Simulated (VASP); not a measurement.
# ZnGe2 (P4_2/mnm) in VASP: single point with PBE

Aim: the single point of ZnGe2 with PBE.

All numbers are computed with VASP 6.6.1; they aren't measurements. Logs are shortened: lines on timing, memory, paths and dates and some standing lists are left out, and cuts for length are marked.

## 1. The cell of the first run

Symmetry: P4_2/mnm, No. 136, tetragonal system. The conventional cell has a = 5.670 Å, b = 5.670 Å, c = 4.115 Å, α = 90.00°, β = 90.00°, γ = 90.00°. Within 3.3 Å of Zn (site symmetry mmm) lie 6 Ge at 2.48 to 2.56 Å. Ge (site symmetry m2m) has 3 Zn at 2.48 to 2.56 Å and 1 Ge at 3.05 Å within 3.3 Å.

## 2. Single point, PBE

File INCAR:

```
ALGO = Normal
EDIFF = 1E-7
ENCUT = 520
GGA = PE
ISIF = 2
ISMEAR = 0
LASPH = T
LCHARG = F
LREAL = F
LWAVE = F
NBANDS = 49
NELM = 80
PREC = Accurate
SIGMA = 0.1
```

File KPOINTS:

```
k-points
0
Gamma
  8 8 10
```

File POSCAR:

```
ZnGe2
1.0
    5.6703799451      0.0000000000      0.0000000000
    0.0000000000      5.6703799451      0.0000000000
    0.0000000000      0.0000000000      4.1154420086
Zn Ge
2 4
Direct
    0.0000000000      0.0000000000      0.0000000000
    0.5000000000      0.5000000000      0.5000000000
    0.3098760721      0.3098760721      0.0000000000
    0.1901239279      0.8098760721      0.5000000000
    0.6901239279      0.6901239279      0.0000000000
    0.8098760721      0.1901239279      0.5000000000
```

Potentials or basis: VASP PAW PBE potentials, release 64 (Zn, Ge_d).

Launch:

```console
$ cat potpaw_PBE.64/Zn/POTCAR potpaw_PBE.64/Ge_d/POTCAR > POTCAR
$ mpirun -np 1 vasp_std > vasp.out
```

OUTCAR:

```text
EDIFF = 1E-7
   ENCUT = 520
   GGA = PE
   ISIF = 2
   ISMEAR = 0
   LASPH = T
   LREAL = F
   NELM = 80
   PREC = Accurate

 ion  position               nearest neighbor table
   1  0.000  0.000  0.000-   3 2.48   5 2.48   4 2.56   6 2.56   4 2.56   6 2.56
   2  0.500  0.500  0.500-   4 2.48   6 2.48   5 2.56   3 2.56   3 2.56   5 2.56
   3  0.310  0.310  0.000-   1 2.48   2 2.56   2 2.56
   4  0.190  0.810  0.500-   2 2.48   1 2.56   1 2.56
   5  0.690  0.690  0.000-   1 2.48   2 2.56   2 2.56
   6  0.810  0.190  0.500-   2 2.48   1 2.56   1 2.56

  LATTYP: Found a simple tetragonal cell.
 ALAT       =     5.6703799451
 C/A-ratio  =     0.7257788805

  Lattice vectors:

 A1 = (   5.6703799451,   0.0000000000,   0.0000000000)
 A2 = (   0.0000000000,   5.6703799451,   0.0000000000)
 A3 = (   0.0000000000,   0.0000000000,   4.1154420086)

Analysis of symmetry for initial positions (statically):
=====================================================================
 Subroutine PRICEL returns:
 Original cell was already a primitive cell.

 Routine SETGRP: Setting up the symmetry group for a
 simple tetragonal supercell.

 Subroutine GETGRP returns: Found 16 space group operations
 (whereof  8 operations were pure point group operations)
 out of a pool of 16 trial point group operations.

The static configuration has the point symmetry D_2h.
 The point group associated with its full space group is D_4h.

Analysis of symmetry for dynamics (positions and initial velocities):
=====================================================================
 Subroutine PRICEL returns:
 Original cell was already a primitive cell.

 Routine SETGRP: Setting up the symmetry group for a
 simple tetragonal supercell.

 Subroutine GETGRP returns: Found 16 space group operations
 (whereof  8 operations were pure point group operations)
 out of a pool of 16 trial point group operations.

The dynamic configuration has the point symmetry D_2h.
 The point group associated with its full space group is D_4h.

 Subroutine INISYM returns: Found 16 space group operations
 (whereof  8 operations are pure point group operations),
 and found     1 'primitive' translations

----------------------------------------------------------------------------------------

                                     Primitive cell

  volume of cell :     132.3247

  direct lattice vectors                    reciprocal lattice vectors
     5.670379945  0.000000000  0.000000000     0.176355026  0.000000000  0.000000000
     0.000000000  5.670379945  0.000000000     0.000000000  0.176355026  0.000000000
     0.000000000  0.000000000  4.115442009     0.000000000  0.000000000  0.242987266

  length of vectors
     5.670379945  5.670379945  4.115442009     0.176355026  0.176355026  0.242987266

  position of ions in fractional coordinates (direct lattice)
     0.000000000  0.000000000  0.000000000
     0.500000000  0.500000000  0.500000000
     0.309876072  0.309876072  0.000000000
     0.190123928  0.809876072  0.500000000
     0.690123928  0.690123928  0.000000000
     0.809876072  0.190123928  0.500000000

  ion indices of the primitive-cell ions
   primitive index   ion index
                 1           1
                 2           2
                 3           3
                 4           4
                 5           5
                 6           6

----------------------------------------------------------------------------------------

 KPOINTS: k-points

Automatic generation of k-mesh.
 Grid dimensions read from file:
 generate k-points for:    8    8   10

 Generating k-lattice:

  Cartesian coordinates                     Fractional coordinates (reciprocal lattice)
     0.022044378  0.000000000  0.000000000     0.125000000  0.000000000  0.000000000
     0.000000000  0.022044378  0.000000000     0.000000000  0.125000000  0.000000000
     0.000000000  0.000000000  0.024298727     0.000000000  0.000000000  0.100000000

  Length of vectors
     0.022044378  0.022044378  0.024298727

  Shift w.r.t. Gamma in fractional coordinates (k-lattice)
     0.000000000  0.000000000  0.000000000

 Subroutine IBZKPT returns following result:
 ===========================================

 Found     90 irreducible k-points:

 Following reciprocal coordinates:
            Coordinates               Weight
  0.000000  0.000000  0.000000      1.000000
  0.125000  0.000000  0.000000      4.000000
  0.250000  0.000000  0.000000      4.000000
  0.375000  0.000000  0.000000      4.000000
  0.500000  0.000000  0.000000      2.000000
  0.125000  0.125000  0.000000      4.000000
[... 16 lines left out ...]
  0.375000  0.125000  0.100000     16.000000
  0.500000  0.125000  0.100000      8.000000
 [... further k-points ...]
   k-points           NKPTS =     90   k-points in BZ     NKDIM =     90   number of bands    NBANDS=     49
   number of dos      NEDOS =    301   number of ions     NIONS =      6
   total plane-waves  NPLWV =  56448
   dimension x,y,z NGX =    42 NGY =   42 NGZ =   32
   dimension x,y,z NGXF=    84 NGYF=   84 NGZF=   64
   ions per type =               2   4
   NGX,Y,Z   is equivalent  to a cutoff of  12.31, 12.31, 12.93 a.u.
   NGXF,Y,Z  is equivalent  to a cutoff of  24.63, 24.63, 25.85 a.u.
 SYSTEM =  unknown system
   PREC   = accura    normal or accurate (medium, high low for compatibility)
   ISTART =      0    job   : 0-new  1-cont  2-samecut
   ICHARG =      2    charge: 1-file 2-atom 10-const
   ISPIN  =      1    spin polarized calculation?
   LNONCOLLINEAR =      F non collinear calculations
   LSORBIT =      F    spin-orbit coupling
   LASPH  =      T    aspherical Exc in radial PAW
   ENCUT  =  520.0 eV  38.22 Ry    6.18 a.u.  10.54 10.54  7.65*2*pi/ulx,y,z
   NELM   =     80;   NELMIN=  2; NELMDL= -5     # of ELM steps
   EDIFF  = 0.1E-06   stopping-criterion for ELM
   LREAL  =      F    real-space projection
   EDIFFG = 0.1E-05   stopping-criterion for IOM
   NSW    =      0    number of steps for IOM
   IBRION =     -1    ionic relax: 0-MD 1-quasi-New 2-CG
   NFREE  =      0    steps in history (QN), initial steepest desc. (CG)
   ISIF   =      2    stress and relaxation
   ISYM   =      2    0-nonsym 1-usesym 2-fastsym
   POTIM  = 0.5000    time-step for ionic-motion
   TEBEG  =    0.0;   TEEND  =   0.0 temperature during run
   PSTRESS=    0.0 pullay stress
   NELECT =      80.0000    total number of electrons
   NUPDOWN=      -1.0000    fix difference up-down
   EMIN   =  10.00;   EMAX   =-10.00  energy-range for DOS
   EFERMI =   0.00;   METHOD = LEGACY
   ISMEAR =     0;   SIGMA  =   0.10  broadening in eV -4-tet -1-fermi 0-gaus
   EFERMI_NEDOS =   21; number of points for ismear=-14 and -15
   IALGO  =     38    algorithm
   IMIX   =      4    mixing-type and parameters
     AMIX     =   0.40;   BMIX     =  1.00
     AMIX_MAG =   1.60;   BMIX_MAG =  1.00
  volume/ion in A,a.u.               =      22.05       148.83
  Fermi-wavevector in a.u.,A,eV,Ry     =   1.384282  2.615914 26.071981  1.916237
  Thomas-Fermi vector in A             =   2.508801
   LORBIT       =      0    0 simple, 1 ext, 2 COOP (PROOUT), +10 PAW based schemes
   GGA     = PE    functional components
   LHFCALC =     F    Hartree Fock is set to
   AEXX    =    0.0000 exact exchange contribution
   IVDW    =     0    specifies the selected vdW correction
   LEPSILON=     F    determine dielectric tensor
   LRPA    =     F    only Hartree local field effects (RPA)
 non-spin polarized calculation
 Gauss-broadening in eV      SIGMA  =   0.10
  energy-cutoff  :      520.00
  volume of cell :      132.32
 maximum number of plane-waves:      3588
   NGX = 21   NGY = 21   NGZ = 15

 number of electron      79.9999960 magnetization

 Free energy of the ion-electron system (eV)
  ---------------------------------------------------
  ext. energy  EPLUGINS =         0.00000000
  ---------------------------------------------------
  free energy    TOTEN  =       -17.42479606 eV

  energy without entropy =      -17.40737547  energy(sigma->0) =      -17.41608577

 E-fermi :   3.6424     XC(G=0): -10.0841

 val. band max:        3.6325425272   @ k =   0.2500   0.0000   0.5000
 cond. band min:       3.6497606276   @ k =   0.0000   0.0000   0.4000
 fundamental gap:      0.0172181004
 Fermi energy:         3.6423908630

 k-point     1 :       0.0000    0.0000    0.0000
  band No.  band energies     occupation
      1     -21.1546      2.00000
      2     -21.1486      2.00000
      3     -21.1332      2.00000
      4     -21.1332      2.00000
      5     -21.1232      2.00000
      6     -21.1232      2.00000
[... 41 lines left out ...]
     48       7.2612      0.00000
     49       8.9157      0.00000

 k-point     2 :       0.1250    0.0000    0.0000
  band No.  band energies     occupation
      1     -21.1542      2.00000
      2     -21.1486      2.00000
      3     -21.1334      2.00000
      4     -21.1333      2.00000
      5     -21.1234      2.00000
      6     -21.1233      2.00000
[... 41 lines left out ...]
     48       7.2403      0.00000
     49       8.8974      0.00000

 k-point     3 :       0.2500    0.0000    0.0000
  band No.  band energies     occupation
      1     -21.1532      2.00000
      2     -21.1487      2.00000
      3     -21.1338      2.00000
      4     -21.1335      2.00000
      5     -21.1237      2.00000
      6     -21.1235      2.00000
[... 41 lines left out ...]
     48       7.4921      0.00000
     49       8.8725      0.00000

 k-point     4 :       0.3750    0.0000    0.0000
  band No.  band energies     occupation
      1     -21.1517      2.00000
      2     -21.1492      2.00000
      3     -21.1341      2.00000
      4     -21.1338      2.00000
      5     -21.1240      2.00000
      6     -21.1238      2.00000
[... 977 lines left out ...]
     48       8.0994      0.00000
     49       9.4674      0.00000

 k-point    23 :       0.3750    0.1250    0.1000
  band No.  band energies     occupation
      1     -21.1514      2.00000
      2     -21.1491      2.00000
      3     -21.1346      2.00000
      4     -21.1341      2.00000
      5     -21.1242      2.00000
      6     -21.1238      2.00000
[... 41 lines left out ...]
     48       8.9672      0.00000
     49       9.5595      0.00000

 k-point    24 :       0.5000    0.1250    0.1000
  band No.  band energies     occupation
      1     -21.1500      2.00000
      2     -21.1500      2.00000
      3     -21.1345      2.00000
      4     -21.1345      2.00000
      5     -21.1241      2.00000
      6     -21.1241      2.00000
[... 41 lines left out ...]
     48       8.5925      0.00000
     49       9.8110      0.00000

 [... further k-points ...]

------------------------ aborting loop because EDIFF is reached ----------------------------------------

  FORCE on cell =-STRESS in cart. coord.  units (eV):
  Direction    XX          YY          ZZ          XY          YZ          ZX
  --------------------------------------------------------------------------------------
  -------------------------------------------------------------------------------------
  Total        0.0855336      0.0855336      0.1239109     -0.0000000      0.0000000      0.0000000
  in kB        1.0356347      1.0356347      1.5003035     -0.0000000      0.0000000      0.0000000
  external PRESSURE =       1.1905243 kB  Pullay stress =       0.0000000 kB

 VOLUME and BASIS-vectors are now :
 -----------------------------------------------------------------------------
  energy-cutoff  :      520.00
  volume of cell :      132.32
      direct lattice vectors                 reciprocal lattice vectors
     5.670379945  0.000000000  0.000000000     0.176355026  0.000000000  0.000000000
     0.000000000  5.670379945  0.000000000     0.000000000  0.176355026  0.000000000
     0.000000000  0.000000000  4.115442009     0.000000000  0.000000000  0.242987266

 POSITION                                       TOTAL-FORCE (eV/Angst)
 -----------------------------------------------------------------------------------
      0.00000      0.00000      0.00000         0.000000      0.000000      0.000000
      2.83519      2.83519      2.05772         0.000000      0.000000      0.000000
      1.75712      1.75712      0.00000         0.000193      0.000193     -0.000000
      1.07807      4.59231      2.05772        -0.000193      0.000193     -0.000000
      3.91326      3.91326      0.00000        -0.000193     -0.000193      0.000000
      4.59231      1.07807      2.05772         0.000193     -0.000193      0.000000
 -----------------------------------------------------------------------------------
    total drift:                               -0.000000      0.000000     -0.000000

  FREE ENERGIE OF THE ION-ELECTRON SYSTEM (eV)
  ---------------------------------------------------
  free  energy   TOTEN  =       -17.4247960633 eV

  energy  without entropy=      -17.4073754716  energy(sigma->0) =      -17.41608577
```

Wall time 10 min (1 thread of AMD EPYC 7R43 (Zen 3), shared host); peak memory 0.49 GiB.

What came out:

| Item | Value |
| --- | --- |
| Free energy | -17.4248 eV |
| Pressure | 0.1 GPa |
| Band gap on the k mesh | zero (bands 40 and 41 overlap by 1.93 eV) |
